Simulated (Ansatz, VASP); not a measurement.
**BN: VASP beside Ansatz**

Contents of INCAR:

```
ALGO     = Normal         # electronic algorithm
EDIFF    = 1E-7           # SCF threshold, eV
ENCUT    = 520            # plane-wave cutoff, eV
GGA      = PE             # functional
ISIF     = 2              # what is computed and relaxed
ISMEAR   = 0              # smearing method
LASPH    = True           # aspherical terms in the spheres
LCHARG   = False          # write CHGCAR
LREAL    = False          # projectors in reciprocal space
LWAVE    = False          # write WAVECAR
NBANDS   = 26             # bands
NELM     = 80             # most SCF steps
PREC     = Accurate       # precision mode
SIGMA    = 0.05           # smearing width, eV
```

Contents of KPOINTS:

```
k-points
0
Gamma
  6 6 10
```

The input POSCAR:

```
BN
1.0
    4.5222000000      0.0000000000      0.0000000000
    0.0000000000      4.5222000000      0.0000000000
    0.0000000000      0.0000000000      2.6257000000
B N
4 4
Direct
    0.1742811368      0.8257188632      0.5000000000
    0.3257188632      0.3257188632      0.0000000000
    0.6742811368      0.6742811368      0.0000000000
    0.8257188632      0.1742811368      0.5000000000
    0.8126115048      0.8126115048      0.5000000000
    0.3126115048      0.6873884952      0.0000000000
    0.6873884952      0.3126115048      0.0000000000
    0.1873884952      0.1873884952      0.5000000000
```

Input for Ansatz:

```yaml
crystal:
  lattice:
    - [4.5222, 0.0, 0.0]
    - [0.0, 4.5222, 0.0]
    - [0.0, 0.0, 2.6257]
  atoms:
    - { symbol: B, position: [0.1742811368, 0.8257188632, 0.5] }
    - { symbol: B, position: [0.3257188632, 0.3257188632, 0.0] }
    - { symbol: B, position: [0.6742811368, 0.6742811368, 0.0] }
    - { symbol: B, position: [0.8257188632, 0.1742811368, 0.5] }
    - { symbol: "N", position: [0.8126115048, 0.8126115048, 0.5] }
    - { symbol: "N", position: [0.3126115048, 0.6873884952, 0.0] }
    - { symbol: "N", position: [0.6873884952, 0.3126115048, 0.0] }
    - { symbol: "N", position: [0.1873884952, 0.1873884952, 0.5] }
basis:
  ecutwfc: 520.0
kpoints:
  mp_grid: { grid: [6, 6, 10] }
hamiltonian:
  xc: pbe
  pseudopotentials: { kind: paw, azcp: { folder: soft_1 } }
scf:
  occupations: { method: gaussian, width: 0.05 }
output:
  forces: true
  stress: true
  eigenvalues: true
```

Alike in both runs: task single point; functional PBE; k mesh 6 × 6 × 10; occupations gaussian, width 0.05 eV; no spin polarisation.

|  | VASP | Ansatz |
| --- | --- | --- |
| version | VASP 6.6.1 | Ansatz 0.2.0 |
| potentials or method | VASP PAW PBE potentials, release 64 (B, N), cutoff 520 eV | scalar-relativistic, plane waves, PAW |
| valence electrons in the cell | 32 | 32 |

```tsv
	VASP	Ansatz	Ansatz less VASP
gap on the k mesh at the Fermi level (eV)	4.84	4.85	+0.009
least direct gap on the mesh (eV)	5.83	5.84	+0.010
pressure (GPa)	-22.7	-22.8	-0.12
traceless stress, the component that is largest in VASP (GPa)	-5.32	-5.36	-0.043
rms of the force components (eV/Å)	0.043	0.044	+0.0009
```

Atom by atom the forces differ by 0.001 eV/Å (rms over components). The functional is the same, so the differences come from potentials, cutoffs and numerics.
